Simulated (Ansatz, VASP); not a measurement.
One calculation of PPt, two programs

INCAR

```
SYSTEM = PPt
PREC     = Accurate       ! precision mode
ENCUT    = 520            ! plane-wave cutoff, eV
EDIFF    = 1E-6           ! SCF threshold, eV
ISMEAR   = 0              ! smearing method
SIGMA    = 0.05           ! smearing width, eV
LREAL    = .False.        ! projectors in reciprocal space
LASPH    = .True.         ! aspherical terms in the spheres
NELM     = 80             ! most SCF steps
ALGO     = Normal         ! electronic algorithm
ISIF     = 2              ! what is computed and relaxed
LWAVE    = .False.        ! write WAVECAR
LCHARG   = .False.        ! write CHGCAR
GGA      = PS             ! functional
NBANDS   = 14             ! bands
```

The input KPOINTS:

```
Automatic mesh
0
Gamma
  12 12 12
  0 0 0
```

POSCAR

```
PPt
1.0
    0.0000000000      2.6154619478      2.6154619478
    2.6154619478      0.0000000000      2.6154619478
    2.6154619478      2.6154619478      0.0000000000
Pt P
1 1
Direct
    0.0000000000      0.0000000000      0.0000000000
    0.2500000000      0.2500000000      0.2500000000
```

Input for Ansatz:

```yaml
crystal:
  lattice:
    - [0.0, 2.6154619478, 2.6154619478]
    - [2.6154619478, 0.0, 2.6154619478]
    - [2.6154619478, 2.6154619478, 0.0]
  atoms:
    - { symbol: Pt, position: [0.0, 0.0, 0.0] }
    - { symbol: P, position: [0.25, 0.25, 0.25] }
basis:
  ecutwfc: 420
  ecutrho_ratio: 4
kpoints:
  mp_grid: { grid: [12, 12, 12] }
hamiltonian:
  xc: pbesol
scf:
  occupations: { method: gaussian, width: 0.05 }
output:
  forces: true
  stress: true
  eigenvalues: true
```

Alike in both runs: task single point; functional PBEsol; k mesh 12 × 12 × 12; occupations gaussian, width 0.05 eV; no spin polarisation.

|  | VASP | Ansatz |
| --- | --- | --- |
| version | VASP 6.6.1 | Ansatz 0.2.0 |
| potentials or method | VASP PAW PBE potentials, release 64 (Pt, P), cutoff 520 eV | scalar-relativistic, plane waves, PAW |
| valence electrons in the cell | 15 | 23 |

```csv
,VASP,Ansatz,Ansatz less VASP
gap on the k mesh at the Fermi level (eV),none,none,-
pressure (GPa),6.9,6.8,-0.03
```

VASP's potentials were made for PBE, not for PBEsol. A gap of «none» marks a metal or a gap that the smearing closes. VASP's potentials hold 15 valence electrons a cell and Ansatz's 23, so a difference there can come from the potentials and not from the codes.

Neither program's run includes spin-orbit coupling.
